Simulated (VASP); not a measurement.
# WSe2 in VASP: notebook

Runs on WSe2. Level: PBE+D3(BJ). Tasks: single point, relaxation of shape and atoms at fixed volume.

Program: VASP 6.6.1. These are calculated values, not measurements. Logs are shortened: lines on timing, memory, paths and dates and some standing lists are left out, and cuts for length are marked.

**1. The cell of the first run**

The typed cell holds 6 atoms: a = 3.181 Å, b = 3.181 Å, c = 12.941 Å, α = 90.00°, β = 90.00°, γ = 120.00°.

**2. Single point, PBE+D3(BJ) (biaxial strain in the a-b plane: -3.0 %, then relaxed in part)**

INCAR

```
ALGO = Normal ; EDIFF = 1E-7
ENCUT = 520 ; GGA = PE
ISIF = 2 ; ISMEAR = 0
IVDW = 12 ; LASPH = T
LCHARG = F ; LREAL = F
LWAVE = F ; NBANDS = 35
NELM = 100 ; PREC = Accurate
SIGMA = 0.02
```

KPOINTS

```
k-points
0
Gamma
  12 12 2
```

POSCAR

```
WSe2
1.0
    3.1807985576      0.0000000000      0.0000000000
   -1.5903992788      2.7546523552      0.0000000000
    0.0000000000      0.0000000000     12.9409755222
W Se
2 4
Direct
    0.6666666667      0.3333333333      0.2499612159
    0.3333333333      0.6666666667      0.7500387841
    0.3333333333      0.6666666667      0.3830594470
    0.6666666667      0.3333333333      0.8831361514
    0.3333333333      0.6666666667      0.1168638486
    0.6666666667      0.3333333333      0.6169405530
```

Potentials or basis: VASP PAW PBE potentials, release 64 (W_sv, Se).

Started as:

```console
$ cat potpaw_PBE.64/W_sv/POTCAR potpaw_PBE.64/Se/POTCAR > POTCAR
$ mpirun -np 1 vasp_std > vasp.out
```

OUTCAR:

```text
EDIFF = 1E-7
   ENCUT = 520
   GGA = PE
   ISIF = 2
   ISMEAR = 0
   IVDW = 12
   LASPH = T
   LREAL = F
   NELM = 100
   PREC = Accurate
 IVDW          = 12

 ion  position               nearest neighbor table
   1  0.667  0.333  0.250-   5 2.52   5 2.52   5 2.52   3 2.52   3 2.52   3 2.52
   2  0.333  0.667  0.750-   4 2.52   4 2.52   4 2.52   6 2.52   6 2.52   6 2.52
   3  0.333  0.667  0.383-   1 2.52   1 2.52   1 2.52
   4  0.667  0.333  0.883-   2 2.52   2 2.52   2 2.52
   5  0.333  0.667  0.117-   1 2.52   1 2.52   1 2.52
   6  0.667  0.333  0.617-   2 2.52   2 2.52   2 2.52

  LATTYP: Found a hexagonal cell.
 ALAT       =     3.1807985576
 C/A-ratio  =     4.0684674895

  Lattice vectors:

 A1 = (   3.1807985576,   0.0000000000,   0.0000000000)
 A2 = (  -1.5903992788,   2.7546523552,   0.0000000000)
 A3 = (   0.0000000000,   0.0000000000,  12.9409755222)

Analysis of symmetry for initial positions (statically):
=====================================================================
 Subroutine PRICEL returns:
 Original cell was already a primitive cell.

 Routine SETGRP: Setting up the symmetry group for a
 hexagonal supercell.

 Subroutine GETGRP returns: Found 12 space group operations
 (whereof 12 operations were pure point group operations)
 out of a pool of 24 trial point group operations.

The static configuration has the point symmetry D_3d.

Analysis of symmetry for dynamics (positions and initial velocities):
=====================================================================
 Subroutine PRICEL returns:
 Original cell was already a primitive cell.

 Routine SETGRP: Setting up the symmetry group for a
 hexagonal supercell.

 Subroutine GETGRP returns: Found 12 space group operations
 (whereof 12 operations were pure point group operations)
 out of a pool of 24 trial point group operations.

The dynamic configuration has the point symmetry D_3d.

 Subroutine INISYM returns: Found 12 space group operations
 (whereof 12 operations are pure point group operations),
 and found     1 'primitive' translations

----------------------------------------------------------------------------------------

                                     Primitive cell

  volume of cell :     113.3888

  direct lattice vectors                    reciprocal lattice vectors
     3.180798558  0.000000000  0.000000000     0.314386460  0.181511108  0.000000000
    -1.590399279  2.754652355  0.000000000     0.000000000  0.363022215  0.000000000
     0.000000000  0.000000000 12.940975522     0.000000000  0.000000000  0.077273927

  length of vectors
     3.180798558  3.180798558 12.940975522     0.363022215  0.363022215  0.077273927

  position of ions in fractional coordinates (direct lattice)
     0.666666667  0.333333333  0.249961216
     0.333333333  0.666666667  0.750038784
     0.333333333  0.666666667  0.383059447
     0.666666667  0.333333333  0.883136151
     0.333333333  0.666666667  0.116863849
     0.666666667  0.333333333  0.616940553

  ion indices of the primitive-cell ions
   primitive index   ion index
                 1           1
                 2           2
                 3           3
                 4           4
                 5           5
                 6           6

----------------------------------------------------------------------------------------

 KPOINTS: k-points

Automatic generation of k-mesh.
 Grid dimensions read from file:
 generate k-points for:   12   12    2

 Generating k-lattice:

  Cartesian coordinates                     Fractional coordinates (reciprocal lattice)
     0.026198872  0.015125926  0.000000000     0.083333333  0.000000000  0.000000000
     0.000000000  0.030251851  0.000000000     0.000000000  0.083333333  0.000000000
     0.000000000  0.000000000  0.038636964     0.000000000  0.000000000  0.500000000

  Length of vectors
     0.030251851  0.030251851  0.038636964

  Shift w.r.t. Gamma in fractional coordinates (k-lattice)
     0.000000000  0.000000000  0.000000000

 Subroutine IBZKPT returns following result:
 ===========================================

 Found     38 irreducible k-points:

 Following reciprocal coordinates:
            Coordinates               Weight
  0.000000  0.000000  0.000000      1.000000
  0.083333  0.000000  0.000000      6.000000
  0.166667 -0.000000  0.000000      6.000000
  0.250000  0.000000  0.000000      6.000000
  0.333333 -0.000000  0.000000      6.000000
  0.416667 -0.000000  0.000000      6.000000
[... 16 lines left out ...]
  0.250000  0.000000  0.500000      6.000000
  0.333333 -0.000000  0.500000      6.000000
 [... further k-points ...]
   k-points           NKPTS =     38   k-points in BZ     NKDIM =     38   number of bands    NBANDS=     35
   number of dos      NEDOS =    301   number of ions     NIONS =      6
   total plane-waves  NPLWV =  55296
   dimension x,y,z NGX =    24 NGY =   24 NGZ =   96
   dimension x,y,z NGXF=    48 NGYF=   48 NGZF=  192
   ions per type =               2   4
   NGX,Y,Z   is equivalent  to a cutoff of  12.54, 12.54, 12.33 a.u.
   NGXF,Y,Z  is equivalent  to a cutoff of  25.09, 25.09, 24.67 a.u.
 SYSTEM =  unknown system
   PREC   = accura    normal or accurate (medium, high low for compatibility)
   ISTART =      0    job   : 0-new  1-cont  2-samecut
   ICHARG =      2    charge: 1-file 2-atom 10-const
   ISPIN  =      1    spin polarized calculation?
   LNONCOLLINEAR =      F non collinear calculations
   LSORBIT =      F    spin-orbit coupling
   LASPH  =      T    aspherical Exc in radial PAW
   ENCUT  =  520.0 eV  38.22 Ry    6.18 a.u.   5.91  5.91 24.06*2*pi/ulx,y,z
   NELM   =    100;   NELMIN=  2; NELMDL= -5     # of ELM steps
   EDIFF  = 0.1E-06   stopping-criterion for ELM
   LREAL  =      F    real-space projection
   EDIFFG = 0.1E-05   stopping-criterion for IOM
   NSW    =      0    number of steps for IOM
   IBRION =     -1    ionic relax: 0-MD 1-quasi-New 2-CG
   NFREE  =      0    steps in history (QN), initial steepest desc. (CG)
   ISIF   =      2    stress and relaxation
   ISYM   =      2    0-nonsym 1-usesym 2-fastsym
   POTIM  = 0.5000    time-step for ionic-motion
   TEBEG  =    0.0;   TEEND  =   0.0 temperature during run
   PSTRESS=    0.0 pullay stress
   NELECT =      52.0000    total number of electrons
   NUPDOWN=      -1.0000    fix difference up-down
   EMIN   =  10.00;   EMAX   =-10.00  energy-range for DOS
   EFERMI =   0.00;   METHOD = LEGACY
   ISMEAR =     0;   SIGMA  =   0.02  broadening in eV -4-tet -1-fermi 0-gaus
   EFERMI_NEDOS =   21; number of points for ismear=-14 and -15
   IALGO  =     38    algorithm
   IMIX   =      4    mixing-type and parameters
     AMIX     =   0.40;   BMIX     =  1.00
     AMIX_MAG =   1.60;   BMIX_MAG =  1.00
  volume/ion in A,a.u.               =      18.90       127.53
  Fermi-wavevector in a.u.,A,eV,Ry     =   1.262465  2.385713 21.685203  1.593817
  Thomas-Fermi vector in A             =   2.395872
   LORBIT       =      0    0 simple, 1 ext, 2 COOP (PROOUT), +10 PAW based schemes
   GGA     = PE    functional components
   LHFCALC =     F    Hartree Fock is set to
   AEXX    =    0.0000 exact exchange contribution
   IVDW    =    12    specifies the selected vdW correction
   LEPSILON=     F    determine dielectric tensor
   LRPA    =     F    only Hartree local field effects (RPA)
 non-spin polarized calculation
 Gauss-broadening in eV      SIGMA  =   0.02
  energy-cutoff  :      520.00
  volume of cell :      113.39
 maximum number of plane-waves:      3078
 NGX is ok and might be reduce to    24
   NGX = 11   NGY = 11   NGZ = 49

 number of electron      51.9999999 magnetization

 Free energy of the ion-electron system (eV)
  ---------------------------------------------------
  ext. energy  EPLUGINS =         0.00000000
  ---------------------------------------------------
  free energy    TOTEN  =       -42.75808505 eV

  energy without entropy =      -42.75808505  energy(sigma->0) =      -42.75808505

 E-fermi :   6.9773     XC(G=0): -11.1577

 val. band max:        6.8949597500   @ k =   0.3333   0.3333   0.0000
 cond. band min:       7.7789303274   @ k =   0.1667   0.1667   0.0000
 fundamental gap:      0.8839705773
 Fermi energy:         6.9773355189

 k-point     1 :       0.0000    0.0000    0.0000
  band No.  band energies     occupation
      1     -67.1488      2.00000
      2     -67.1488      2.00000
      3     -31.4730      2.00000
      4     -31.4729      2.00000
      5     -31.2257      2.00000
      6     -31.2257      2.00000
[... 27 lines left out ...]
     34      10.2414      0.00000
     35      12.1795      0.00000

 k-point     2 :       0.0833    0.0000    0.0000
  band No.  band energies     occupation
      1     -67.1477      2.00000
      2     -67.1476      2.00000
      3     -31.4687      2.00000
      4     -31.4687      2.00000
      5     -31.2482      2.00000
      6     -31.2482      2.00000
[... 27 lines left out ...]
     34      10.2885      0.00000
     35      12.7933      0.00000

 k-point     3 :       0.1667   -0.0000    0.0000
  band No.  band energies     occupation
      1     -67.1446      2.00000
      2     -67.1446      2.00000
      3     -31.4571      2.00000
      4     -31.4570      2.00000
      5     -31.3092      2.00000
      6     -31.3092      2.00000
[... 27 lines left out ...]
     34      10.7380      0.00000
     35      13.5236      0.00000

 k-point     4 :       0.2500    0.0000    0.0000
  band No.  band energies     occupation
      1     -67.1404      2.00000
      2     -67.1404      2.00000
      3     -31.4411      2.00000
      4     -31.4410      2.00000
      5     -31.3915      2.00000
      6     -31.3915      2.00000
[... 27 lines left out ...]
     34      11.1597      0.00000
     35      13.5218      0.00000

 k-point     5 :       0.3333   -0.0000    0.0000
  band No.  band energies     occupation
      1     -67.1362      2.00000
      2     -67.1362      2.00000
      3     -31.4727      2.00000
      4     -31.4727      2.00000
      5     -31.4250      2.00000
      6     -31.4250      2.00000
[... 638 lines left out ...]
 k-point    22 :       0.1667   -0.0000    0.5000
  band No.  band energies     occupation
      1     -67.1446      2.00000
      2     -67.1446      2.00000
      3     -31.4570      2.00000
      4     -31.4570      2.00000
      5     -31.3092      2.00000
      6     -31.3092      2.00000
[... 27 lines left out ...]
     34      10.6311      0.00000
     35      13.8669      0.00000

 k-point    23 :       0.2500    0.0000    0.5000
  band No.  band energies     occupation
      1     -67.1404      2.00000
      2     -67.1404      2.00000
      3     -31.4411      2.00000
      4     -31.4411      2.00000
      5     -31.3915      2.00000
      6     -31.3915      2.00000
[... 27 lines left out ...]
     34      10.9734      0.00000
     35      13.5130      0.00000

 k-point    24 :       0.3333   -0.0000    0.5000
  band No.  band energies     occupation
      1     -67.1362      2.00000
      2     -67.1362      2.00000
      3     -31.4727      2.00000
      4     -31.4727      2.00000
      5     -31.4250      2.00000
      6     -31.4250      2.00000
[... 27 lines left out ...]
     34      11.1726      0.00000
     35      12.7419      0.00000

 [... further k-points ...]

------------------------ aborting loop because EDIFF is reached ----------------------------------------

 Edisp (eV)   -2.99850

 E8    (eV) :    -1.3372

  FORCE on cell =-STRESS in cart. coord.  units (eV):
  Direction    XX          YY          ZZ          XY          YZ          ZX
  --------------------------------------------------------------------------------------
  -------------------------------------------------------------------------------------
  Total       5.82487     5.82487     0.35341     0.00000    -0.00000    -0.00000
  in kB      82.30514    82.30514     4.99370     0.00000    -0.00000    -0.00000
  external pressure =       56.53 kB  Pullay stress =        0.00 kB

 VOLUME and BASIS-vectors are now :
 -----------------------------------------------------------------------------
  energy-cutoff  :      520.00
  volume of cell :      113.39
      direct lattice vectors                 reciprocal lattice vectors
     3.180798558  0.000000000  0.000000000     0.314386460  0.181511108  0.000000000
    -1.590399279  2.754652355  0.000000000     0.000000000  0.363022215  0.000000000
     0.000000000  0.000000000 12.940975522     0.000000000  0.000000000  0.077273927

 POSITION                                       TOTAL-FORCE (eV/Angst)
 -----------------------------------------------------------------------------------
      1.59040      0.91822      3.23474         0.000000      0.000000      0.000450
     -0.00000      1.83643      9.70623        -0.000000     -0.000000     -0.000450
     -0.00000      1.83643      4.95716        -0.000000      0.000000      0.053586
      1.59040      0.91822     11.42864        -0.000000      0.000000      0.052755
     -0.00000      1.83643      1.51233         0.000000      0.000000     -0.052755
      1.59040      0.91822      7.98381         0.000000     -0.000000     -0.053586
 -----------------------------------------------------------------------------------
    total drift:                                0.000000     -0.000000     -0.000000

  FREE ENERGIE OF THE ION-ELECTRON SYSTEM (eV)
  ---------------------------------------------------
  free  energy   TOTEN  =       -45.7565851307 eV

  energy  without entropy=      -45.7565851307  energy(sigma->0) =      -45.75658513
```

Run time: 62 s. Hardware: 1 thread of Intel Xeon 6975P-C (Granite Rapids), shared host; peak memory 0.3 GiB.

Results:

```
Free energy                : -45.7566 eV
Pressure                   : 5.7 GPa
Largest force              : 0.054 eV/Å
Band gap on the k mesh     : 0.88 eV, indirect (least direct gap 1.68 eV)
Dispersion energy per atom : -0.500 eV
```

Forces on the atoms (eV/Å):
```
W    0.000  0.000  0.000
W    0.000  0.000  0.000
Se   0.000  0.000  0.054
Se   0.000  0.000  0.053
Se   0.000  0.000 -0.053
Se   0.000  0.000 -0.054
```

Caveat: the cell differs from its parent crystal (biaxial strain in the a-b plane: -3.0 %, then relaxed in part); spin-orbit coupling is left out, which moves the levels of the heavy elements.

**3. Single point, PBE+D3(BJ)**

INCAR

```
SYSTEM = WSe2
  PREC = Accurate
  ENCUT = 520
  EDIFF = 1E-7
  ISMEAR = 0
  SIGMA = 0.02
  LREAL = .False.
  LASPH = .True.
  NELM = 80
  ALGO = Normal
  ISIF = 2
  LWAVE = .False.
  LCHARG = .True.
  GGA = PE
  IVDW = 12
  LELF = .True.
  LVHAR = .True.
  NBANDS = 35
```

KPOINTS

```
regular mesh
0
Gamma
  12 12 2
  0 0 0
```

POSCAR is that of step 2.

Potentials or basis: VASP PAW PBE potentials, release 64 (W_sv, Se).

Started as:

```console
$ cat potpaw_PBE.64/W_sv/POTCAR potpaw_PBE.64/Se/POTCAR > POTCAR
$ mpirun -np 1 vasp_std > vasp.out
```

It took 60 s on 1 thread of Intel Xeon 6975P-C (Granite Rapids), shared host; peak memory 0.3 GiB.

It converged, with:

- Free energy: -45.7566 eV
- Pressure: 5.7 GPa
- Largest force: 0.054 eV/Å
- Band gap on the k mesh: 0.88 eV, indirect (least direct gap 1.68 eV)
- Dispersion energy per atom: -0.500 eV

Forces in eV/Å, atoms in the order of the input:
```
W    0.000  0.000  0.000
W    0.000  0.000  0.000
Se   0.000  0.000  0.054
Se   0.000  0.000  0.053
Se   0.000  0.000 -0.053
Se   0.000  0.000 -0.054
```

Stress tensor (GPa, compression positive):
```
8.23 0.00 0.00
0.00 8.23 0.00
0.00 0.00 0.50
```

Levels at points of the mesh, in eV from the valence-band top:
```csv
k point,band 23,band 24,band 25,band 26,band 27,band 28,band 29,band 30
"(0.00, 0.00, 0.00)",-1.03,-0.97,-0.97,-0.08,3.10,3.10,3.11,3.11
"(0.50, 0.00, 0.00)",-1.38,-1.27,-0.90,-0.58,2.45,2.78,2.82,3.10
"(0.00, 0.00, 0.50)",-1.00,-1.00,-0.34,-0.34,3.10,3.10,3.10,3.10
"(0.50, 0.00, 0.50)",-1.31,-1.31,-0.74,-0.74,2.80,2.80,2.80,2.80
```

Caveat: spin-orbit coupling is left out, which moves the levels of the heavy elements.

(Continued in part 2 of 2.)
